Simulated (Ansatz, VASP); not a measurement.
One calculation of Ta4Ge, two programs

```
Ta Ge
1.0
    -3.57948    3.57948    1.74213
     3.57948   -3.57948    1.74213
     3.57948    3.57948   -1.74213
Ta Ge
4 1
Cartesian
  2.1426 0.6654 1.7421
  1.4368 2.9141 0.0000
  -0.6654 2.1426 1.7421
  4.2449 1.4368 0.0000
  0.0000 0.0000 0.0000
```

Alike in both runs: functional PBE; k mesh 10 × 10 × 10; occupations gaussian, width 0.1 eV; no spin polarisation.

Ansatz relaxed the structure, and its values are those at the end. VASP's run is a single point on that final structure, the one shown.

|  | VASP | Ansatz |
| --- | --- | --- |
| version | VASP 6.6.1 | Ansatz 0.2.0 |
| potentials or method | VASP PAW PBE potentials, release 64 (Ta_pv, Ge_d), cutoff 520 eV | scalar-relativistic, plane waves, PAW |
| valence electrons in the cell | 58 | 66 |

```tsv
	VASP	Ansatz	Ansatz less VASP
gap on the k mesh at the Fermi level (eV)	none	none	-
pressure (GPa)	0.1	0.0	-0.13
rms of the force components (eV/Å)	0.006	0.001	-0.0055
```

A gap of «none» marks a metal or a gap that the smearing closes. VASP's potentials hold 58 valence electrons a cell and Ansatz's 66, so a difference there can come from the potentials and not from the codes.

Spin-orbit coupling is off throughout.
